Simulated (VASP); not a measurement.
## Sc: single point with PBE

Crystal: Sc.

```
Sc
1.0
     2.30754    0.00000    0.00000
     0.00000    2.30754    0.00000
     0.00000    0.00000    2.30754
Sc
1
Direct
  0.00000 0.00000 0.00000
```

- Program: VASP 6.6.1
- Task: single point
- Functional: PBE
- Potentials or basis: VASP PAW PBE potentials, release 64 (Sc_sv)
- Cutoff: 520 eV
- k mesh: 16 × 16 × 16
- Occupations: fermi-dirac, width 0.1 eV
- Spin: no spin polarisation
- Dipole correction: no
- Further INCAR settings: ALGO = Normal; EDIFF = 1e-06; NBANDS = 12

```
Pressure : 91.6 GPa
```

Levels at points of the mesh, in eV from the Fermi level:
```
           k point  band 2  band 3  band 4  band 5  band 6  band 7  band 8  band 9
(0.00, 0.00, 0.00)  -25.79  -25.79  -25.79   -4.99   -1.97   -1.97    7.85    7.85
(0.50, 0.00, 0.00)  -29.61  -25.40  -25.40   -0.58   -0.43    1.91    3.81    3.81
(0.50, 0.50, 0.00)  -28.85  -28.85  -25.05   -5.12    1.16    4.77    4.77    9.83
(0.50, 0.50, 0.50)  -28.22  -28.22  -28.22   -2.40   -2.40   -2.40    8.78   10.44
```

It took 21 s on 1 thread of Intel Xeon 8259CL (shared host), peak memory 0.14 GiB.
